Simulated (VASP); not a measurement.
# BN in VASP: settings compared

Aim: see how the results for BN move with the level of theory and the settings. Levels: HSE06, PBE. Tasks: single point.

Everything below comes from runs of VASP 6.6.1. Logs are shortened: lines on timing, memory, paths and dates and some standing lists are left out, and cuts for length are marked.

### 1 The cell of the first run

It takes space group R-3m (No. 166, trigonal). The conventional cell has a = 2.494 Å, b = 2.494 Å, c = 6.052 Å, α = 90.00°, β = 90.00°, γ = 120.00°. Within 2.3 Å of B (site symmetry -3m) lie 6 N at 1.76 Å. N (site symmetry -3m) has 6 B at 1.76 Å within 2.3 Å.

### 2 Single point, HSE06 (epitaxial 111 strain +1.0%)

Input file POSCAR:

```
BN
1.0
   -0.0107435385      1.7525406610      1.7525406610
    1.7525406610     -0.0107435385      1.7525406610
    1.7525406610      1.7525406610     -0.0107435385
B N
1 1
Direct
    0.0000000000      0.0000000000      0.0000000000
    0.5000000000      0.5000000000      0.5000000000
```

Input file INCAR.step1:

```
SYSTEM = BN
PREC     = Accurate       ! precision mode
ENCUT    = 520            ! plane-wave cutoff, eV
EDIFF    = 1E-5           ! SCF threshold, eV
ISMEAR   = 0              ! smearing method
SIGMA    = 0.01           ! smearing width, eV
LREAL    = .FALSE.        ! projectors in reciprocal space
LASPH    = .TRUE.         ! aspherical terms in the spheres
NELM     = 100            ! most SCF steps
ALGO     = Normal         ! electronic algorithm
ISIF     = 2              ! what is computed and relaxed
LWAVE    = .TRUE.         ! write WAVECAR
LCHARG   = .FALSE.        ! write CHGCAR
NBANDS   = 11             ! bands
GGA      = PE             ! functional
```

Input file INCAR.step2:

```
SYSTEM = BN
PREC     = Accurate       ! precision mode
ENCUT    = 520            ! plane-wave cutoff, eV
EDIFF    = 1E-7           ! SCF threshold, eV
ISMEAR   = 0              ! smearing method
SIGMA    = 0.01           ! smearing width, eV
LREAL    = .FALSE.        ! projectors in reciprocal space
LASPH    = .TRUE.         ! aspherical terms in the spheres
NELM     = 100            ! most SCF steps
ALGO     = Normal         ! electronic algorithm
ISIF     = 2              ! what is computed and relaxed
LWAVE    = .FALSE.        ! write WAVECAR
LCHARG   = .FALSE.        ! write CHGCAR
GGA      = PE             ! functional
LHFCALC  = .TRUE.         ! exact exchange
HFSCREEN = 0.2079         ! screening, 1/A
PRECFOCK = Normal       
NBANDS   = 11             ! bands
ISTART   = 1
```

Input file KPOINTS:

```
regular mesh
0
G
  8 8 8
  0 0 0
```

Potentials or basis: VASP PAW PBE potentials, release 64 (B, N).

Run with:

```console
> cat potpaw_PBE.64/B/POTCAR potpaw_PBE.64/N/POTCAR > POTCAR
> cp INCAR.step1 INCAR
> mpirun -np 1 vasp_std > vasp.out
> cp INCAR.step2 INCAR
> mpirun -np 1 vasp_std > vasp.out
```

OUTCAR:

```text
SYSTEM = BN
   PREC = Accurate
   ENCUT = 520
   EDIFF = 1E-7
   ISMEAR = 0
   LREAL = .FALSE.
   LASPH = .TRUE.
   NELM = 100
   ISIF = 2
   GGA = PE
   LHFCALC = .TRUE.
   HFSCREEN = 0.2079
   PRECFOCK = Normal
   ISTART = 1

 ion  position               nearest neighbor table
   1  0.000  0.000  0.000-   2 1.76   2 1.76   2 1.76   2 1.76   2 1.76   2 1.76
   2  0.500  0.500  0.500-   1 1.76   1 1.76   1 1.76   1 1.76   1 1.76   1 1.76

  LATTYP: Found a trigonal (rhomboedric) cell.
 ALAT       =     2.4784900566
 COS(alpha) =     0.4938604554

  Lattice vectors:

 A1 = (  -0.0107435385,   1.7525406610,   1.7525406610)
 A2 = (   1.7525406610,  -0.0107435385,   1.7525406610)
 A3 = (   1.7525406610,   1.7525406610,  -0.0107435385)

Analysis of symmetry for initial positions (statically):
=====================================================================
 Subroutine PRICEL returns:
 Original cell was already a primitive cell.

 Routine SETGRP: Setting up the symmetry group for a
 trigonal (rhombohedral) supercell.

 Subroutine GETGRP returns: Found 12 space group operations
 (whereof 12 operations were pure point group operations)
 out of a pool of 12 trial point group operations.

The static configuration has the point symmetry D_3d.

Analysis of symmetry for dynamics (positions and initial velocities):
=====================================================================
 Subroutine PRICEL returns:
 Original cell was already a primitive cell.

 Routine SETGRP: Setting up the symmetry group for a
 trigonal (rhombohedral) supercell.

 Subroutine GETGRP returns: Found 12 space group operations
 (whereof 12 operations were pure point group operations)
 out of a pool of 12 trial point group operations.

The dynamic configuration has the point symmetry D_3d.

 Subroutine INISYM returns: Found 12 space group operations
 (whereof 12 operations are pure point group operations),
 and found     1 'primitive' translations

----------------------------------------------------------------------------------------

                                     Primitive cell

  volume of cell :      10.8645

  direct lattice vectors                    reciprocal lattice vectors
    -0.010743539  1.752540661  1.752540661    -0.282689950  0.284433603  0.284433603
     1.752540661 -0.010743539  1.752540661     0.284433603 -0.282689950  0.284433603
     1.752540661  1.752540661 -0.010743539     0.284433603  0.284433603 -0.282689950

  length of vectors
     2.478490057  2.478490057  2.478490057     0.491648815  0.491648815  0.491648815

  position of ions in fractional coordinates (direct lattice)
     0.000000000  0.000000000  0.000000000
     0.500000000  0.500000000  0.500000000

  ion indices of the primitive-cell ions
   primitive index   ion index
                 1           1
                 2           2

----------------------------------------------------------------------------------------

 KPOINTS: regular mesh

Automatic generation of k-mesh.
 Grid dimensions read from file:
 generate k-points for:    8    8    8

 Generating k-lattice:

  Cartesian coordinates                     Fractional coordinates (reciprocal lattice)
    -0.035336244  0.035554200  0.035554200     0.125000000 -0.000000000 -0.000000000
     0.035554200 -0.035336244  0.035554200    -0.000000000  0.125000000 -0.000000000
     0.035554200  0.035554200 -0.035336244    -0.000000000 -0.000000000  0.125000000

  Length of vectors
     0.061456102  0.061456102  0.061456102

  Shift w.r.t. Gamma in fractional coordinates (k-lattice)
     0.000000000  0.000000000  0.000000000

 Subroutine IBZKPT returns following result:
 ===========================================

 Found     65 irreducible k-points:

 Following reciprocal coordinates:
            Coordinates               Weight
  0.000000  0.000000  0.000000      1.000000
  0.125000  0.000000  0.000000      6.000000
  0.250000  0.000000  0.000000      6.000000
  0.375000  0.000000  0.000000      6.000000
  0.500000  0.000000  0.000000      3.000000
  0.125000  0.125000  0.000000      6.000000
[... 16 lines left out ...]
  0.250000  0.125000  0.125000      6.000000
  0.375000  0.125000  0.125000      6.000000
 [... further k-points ...]
   k-points           NKPTS =     65   k-points in BZ     NKDIM =    512   number of bands    NBANDS=     11
   number of dos      NEDOS =    301   number of ions     NIONS =      2
   total plane-waves  NPLWV =   5832
   dimension x,y,z NGX =    18 NGY =   18 NGZ =   18
   dimension x,y,z NGXF=    36 NGYF=   36 NGZF=   36
   ions per type =               1   1
   NGX,Y,Z   is equivalent  to a cutoff of  12.07, 12.07, 12.07 a.u.
   NGXF,Y,Z  is equivalent  to a cutoff of  24.15, 24.15, 24.15 a.u.
 SYSTEM =  BN
   PREC   = accura    normal or accurate (medium, high low for compatibility)
   ISTART =      1    job   : 0-new  1-cont  2-samecut
   ICHARG =      0    charge: 1-file 2-atom 10-const
   ISPIN  =      1    spin polarized calculation?
   LNONCOLLINEAR =      F non collinear calculations
   LSORBIT =      F    spin-orbit coupling
   LASPH  =      T    aspherical Exc in radial PAW
   ENCUT  =  520.0 eV  38.22 Ry    6.18 a.u.   4.61  4.61  4.61*2*pi/ulx,y,z
   NELM   =    100;   NELMIN=  2; NELMDL=  0     # of ELM steps
   EDIFF  = 0.1E-06   stopping-criterion for ELM
   LREAL  =      F    real-space projection
   EDIFFG = 0.1E-05   stopping-criterion for IOM
   NSW    =      0    number of steps for IOM
   IBRION =     -1    ionic relax: 0-MD 1-quasi-New 2-CG
   NFREE  =      0    steps in history (QN), initial steepest desc. (CG)
   ISIF   =      2    stress and relaxation
   ISYM   =      3    0-nonsym 1-usesym 2-fastsym
   POTIM  = 0.5000    time-step for ionic-motion
   TEBEG  =    0.0;   TEEND  =   0.0 temperature during run
   PSTRESS=    0.0 pullay stress
   NELECT =       8.0000    total number of electrons
   NUPDOWN=      -1.0000    fix difference up-down
   EMIN   =  10.00;   EMAX   =-10.00  energy-range for DOS
   EFERMI =   0.00;   METHOD = LEGACY
   ISMEAR =     0;   SIGMA  =   0.01  broadening in eV -4-tet -1-fermi 0-gaus
   EFERMI_NEDOS =   21; number of points for ismear=-14 and -15
   IALGO  =     38    algorithm
   IMIX   =      1    mixing-type and parameters
     AMIX     =   0.40;   BMIX     =  1.00
     AMIX_MAG =   1.60;   BMIX_MAG =  1.00
  volume/ion in A,a.u.               =       5.43        36.66
  Fermi-wavevector in a.u.,A,eV,Ry     =   1.478320  2.793619 29.734563  2.185429
  Thomas-Fermi vector in A             =   2.592615
   LORBIT       =      0    0 simple, 1 ext, 2 COOP (PROOUT), +10 PAW based schemes
   GGA     = PE    functional components
   LHFCALC =     T    Hartree Fock is set to
   PRECFOCK=normal    Normal, Fast or Accurate (Low or Medium for compatibility)
   ENCUT4O =  -1.0   cutoff for four orbital integrals eV
   NKREDX  =     1    reduce k-point grid by
   NKREDY  =     1    reduce k-point grid by
   NKREDZ  =     1    reduce k-point grid by
   AEXX    =    0.2500 exact exchange contribution
   HFSCREEN=    0.2079 screening length (either q_TF or 0.3 A-1)
   HFSCREENC=   0.2079 screening length for correlation (either q_TF or 0.3 A-1)
   ENCUTFOCK=  -1.0 apply spherical cutoff to Coloumb kernel
   IVDW    =     0    specifies the selected vdW correction
   LEPSILON=     F    determine dielectric tensor
   LRPA    =     F    only Hartree local field effects (RPA)
 non-spin polarized calculation
 Gauss-broadening in eV      SIGMA  =   0.01
  energy-cutoff  :      520.00
  volume of cell :       10.86
 maximum number of plane-waves:       304
  NGX = 14; NGY = 14; NGZ = 14

 number of electron       7.9999999 magnetization

 Free energy of the ion-electron system (eV)
  ---------------------------------------------------
  ext. energy  EPLUGINS =         0.00000000
  ---------------------------------------------------
  free energy    TOTEN  =       -16.56433867 eV

  energy without entropy =      -16.56433867  energy(sigma->0) =      -16.56433867

 E-fermi :   9.5797     XC(G=0): -11.1178

 val. band max:        9.4590337817   @ k =  -0.2500   0.1250  -0.0000
 cond. band min:      11.5511720956   @ k =   0.5000   0.5000   0.0000
 fundamental gap:      2.0921383140
 Fermi energy:         9.5797023137

 k-point     1 :       0.0000    0.0000    0.0000
  band No.  band energies     occupation
      1     -14.8474      2.00000
      2       8.4307      2.00000
      3       8.4307      2.00000
      4       8.6489      2.00000
      5      19.9372      0.00000
      6      23.3514      0.00000
      7      23.4232      0.00000
      8      23.4232      0.00000
      9      29.3031      0.00000
     10      29.3031      0.00000
     11      29.7185      0.00000

 k-point     2 :       0.1250    0.0000    0.0000
  band No.  band energies     occupation
      1     -14.3832      2.00000
      2       6.5177      2.00000
      3       8.4242      2.00000
      4       8.6060      2.00000
      5      20.3468      0.00000
      6      21.8760      0.00000
      7      21.9079      0.00000
      8      23.1653      0.00000
      9      28.5698      0.00000
     10      30.4206      0.00000
     11      30.8008      0.00000

 k-point     3 :       0.2500    0.0000    0.0000
  band No.  band energies     occupation
      1     -13.0215      2.00000
      2       2.4224      2.00000
      3       8.4852      2.00000
      4       8.6308      2.00000
      5      19.1314      0.00000
      6      19.1339      0.00000
      7      19.5606      0.00000
      8      23.9635      0.00000
      9      29.3470      0.00000
     10      33.4840      0.00000
     11      33.8941      0.00000
[... 267 lines left out ...]
 k-point    23 :       0.2500    0.1250    0.1250
  band No.  band energies     occupation
      1     -13.6029      2.00000
      2       5.1428      2.00000
      3       6.4101      2.00000
      4       9.2618      2.00000
      5      19.0122      0.00000
      6      19.8471      0.00000
      7      22.2324      0.00000
      8      23.2440      0.00000
      9      28.0759      0.00000
     10      30.8867      0.00000
     11      34.6990      0.00000

 k-point    24 :       0.3750    0.1250    0.1250
  band No.  band energies     occupation
      1     -11.9693      2.00000
      2       1.2512      2.00000
      3       5.6893      2.00000
      4       9.3831      2.00000
      5      16.9698      0.00000
      6      18.0902      0.00000
      7      21.5122      0.00000
      8      24.3620      0.00000
      9      29.4435      0.00000
     10      33.4894      0.00000
     11      39.1980      0.00000

 [... further k-points ...]
[... 5 lines left out ...]
  --------------------------------------------------------------------------------------
  -------------------------------------------------------------------------------------
  Total       -1.0832380     -1.0832380     -1.0832380      0.2624497      0.2624497      0.2624497
  in kB     -159.7441456   -159.7441456   -159.7441456     38.7032174     38.7032174     38.7032174
  external PRESSURE =    -159.7441456 kB  Pullay stress =       0.0000000 kB

 VOLUME and BASIS-vectors are now :
 -----------------------------------------------------------------------------
  energy-cutoff  :      520.00
  volume of cell :       10.86
      direct lattice vectors                 reciprocal lattice vectors
    -0.010743539  1.752540661  1.752540661    -0.282689950  0.284433603  0.284433603
     1.752540661 -0.010743539  1.752540661     0.284433603 -0.282689950  0.284433603
     1.752540661  1.752540661 -0.010743539     0.284433603  0.284433603 -0.282689950

 POSITION                                       TOTAL-FORCE (eV/Angst)
 -----------------------------------------------------------------------------------
      0.00000      0.00000      0.00000        -0.000000      0.000000     -0.000000
      1.74717      1.74717      1.74717         0.000000     -0.000000      0.000000
 -----------------------------------------------------------------------------------
    total drift:                                0.000001      0.000003     -0.000000

  FREE ENERGIE OF THE ION-ELECTRON SYSTEM (eV)
  ---------------------------------------------------
  free  energy   TOTEN  =       -16.5643386742 eV

  energy  without entropy=      -16.5643386742  energy(sigma->0) =      -16.56433867
```

Wall time 26 min (1 thread of AMD EPYC 7R43 (Zen 3), shared host); peak memory 0.19 GiB.

What came out:

| Property | Result |
| --- | --- |
| Free energy | -16.5643 eV |
| Pressure | -16.0 GPa |
| Band gap on the k mesh | 2.09 eV (least direct gap 7.08 eV) |

Stress tensor (GPa, compression positive):
```
-15.97   3.87   3.87
  3.87 -15.97   3.87
  3.87   3.87 -15.97
```

Caveat: the cell differs from its parent crystal (epitaxial 111 strain +1.0%); the cell stands under tension; the PAW data sets were made with another functional, which shifts forces and pressure a little. A k mesh can miss the band edges.

[end of part 1 of 2]
